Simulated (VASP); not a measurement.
Wanted: the native input for a VASP 6.6.1 run.

```yaml
Task: single point
Functional: LDA
Potentials_or_basis: VASP PAW LDA potentials, release 64 (Hf_pv, B)
Cutoff: 520 eV
k_mesh: 10 × 10 × 10
Occupations: fermi-dirac, width 0.05 eV
Spin: no spin polarisation
Dipole_correction: no
Further_INCAR_settings: ALGO = Normal; EDIFF = 1e-06; NBANDS = 14
```

The structure of HfB lies in POSCAR:

```
HfB
1.0
    0.0000000000      2.3403982228      2.3403982228
    2.3403982228      0.0000000000      2.3403982228
    2.3403982228      2.3403982228      0.0000000000
Hf B
1 1
Direct
    0.5000000000      0.5000000000      0.5000000000
    0.0000000000      0.0000000000      0.0000000000
```

One way to write it, as run:

INCAR

```
  PREC = Accurate
  ENCUT = 520
  EDIFF = 1E-6
  ISMEAR = -1
  SIGMA = 0.05
  LREAL = F
  LASPH = T
  NELM = 60
  ALGO = Normal
  ISIF = 2
  LWAVE = F
  LCHARG = F
  GGA = CA
  NBANDS = 14
```

KPOINTS

```
Automatic mesh
0
Gamma
  10 10 10
```

Potentials or basis: VASP PAW LDA potentials, release 64 (Hf_pv, B).

Command:

```sh
$ cat potpaw_LDA.64/Hf_pv/POTCAR potpaw_LDA.64/B/POTCAR > POTCAR
$ mpirun -np 1 vasp_std > vasp.out
```

It gave:

```
Pressure : 10.0 GPa
```

It took 8.7 s on 1 thread of Intel(R) Xeon(R) 6975P-C (Granite Rapids), on a shared host, peak memory 0.15 GiB.
